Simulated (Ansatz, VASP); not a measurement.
PtS2 in VASP and in Ansatz

INCAR

```
SYSTEM = PtS2
PREC = Accurate
ENCUT = 520
EDIFF = 1E-6
ISMEAR = -1
SIGMA = 0.02
LREAL = .False.
LASPH = .True.
NELM = 150
ALGO = Normal
ISIF = 2
LWAVE = .False.
LCHARG = .True.
MAGMOM = 0 0 0 0 0 0 0 0 0
LORBIT = 11
LSORBIT = .True.
GGA_COMPAT = .False.
LORBMOM = .True.
LMAXMIX = 4
GGA = PE
LVHAR = .True.
NBANDS = 35
```

Contents of KPOINTS:

```
Automatic mesh
0
Gamma
  8 8 8
  0 0 0
```

Contents of POSCAR:

```
PtS2
1.0
    1.7644428793      1.0187015713      5.5230471123
   -1.7644428793      1.0187015713      5.5230471123
    0.0000000000     -2.0374031427      5.5230471123
Pt S
1 2
Direct
    0.0000000000      0.0000000000      0.0000000000
    0.2583047974      0.2583047974      0.2583047974
    0.7416952026      0.7416952026      0.7416952026
```

Input for Ansatz:

```yaml
crystal:
  lattice:
    - [1.7644428793, 1.0187015713, 5.5230471123]
    - [-1.7644428793, 1.0187015713, 5.5230471123]
    - [0.0, -2.0374031427, 5.5230471123]
  atoms:
    - { symbol: Pt, position: [0.0, 0.0, 0.0] }
    - { symbol: S, position: [0.2583047974, 0.2583047974, 0.2583047974] }
    - { symbol: S, position: [0.7416952026, 0.7416952026, 0.7416952026] }
kpoints:
  mp_grid: { grid: [8, 8, 8] }
  band_path:
    path:
      - [0.0, 0.0, 0.0]
      - [0.5, 0.5, 0.5]
      - [0.8106532212, 0.1893467788, 0.5]
      - [0.5, -0.1893467788, 0.1893467788]
      - [0.5, 0.0, 0.0]
      - [0.3446733894, -0.3446733894, 0.0]
      - [0.6553266106, 0.0, 0.3446733894]
      - [0.5, 0.0, 0.5]
      - [0.192708, 0.192708, 0.367188]
      - [0.0, 0.242188, -0.242188]
      - [0.25, 0.25, -0.5]
    npoints: 1
hamiltonian:
  xc: pbe
scf:
  occupations: { method: fermi_dirac, width: 0.02 }
  n_extra_bands: 8
magnetization:
  noncollinear: true
  spin_orbit: true
output:
  forces: true
  stress: true
  eigenvalues: true
```

Alike in both runs: task single point; functional PBE; k mesh 8 × 8 × 8; occupations fermi-dirac, width 0.02 eV; non-collinear spin, spin-orbit coupling.

```csv
,VASP,Ansatz
version,VASP 6.6.1,Ansatz 0.2.0
potentials or method,"VASP PAW PBE potentials, release 64 (Pt, S)","plane waves, PAW"
plane-wave cutoff (eV),520,420
valence electrons in the cell,22,30
```

Ansatz gave:

```
pressure (GPa)                                                : 3.6
traceless stress, the component that is largest in VASP (GPa) : -0.90
rms of the force components (eV/Å)                            : 0.034
net moment per atom (μB)                                      : 0.00
```

**Question.** What did VASP give for the same quantities?

**Answer.** Pressure (GPa): 3.2; traceless stress, the component that is largest in VASP (GPa): -0.81; rms of the force components (eV/Å): 0.023; net moment per atom (μB): 0.00.

Atom by atom the forces differ by 0.011 eV/Å (rms over components). VASP's potentials hold 22 valence electrons a cell and Ansatz's 30, so a difference there can come from the potentials and not from the codes.
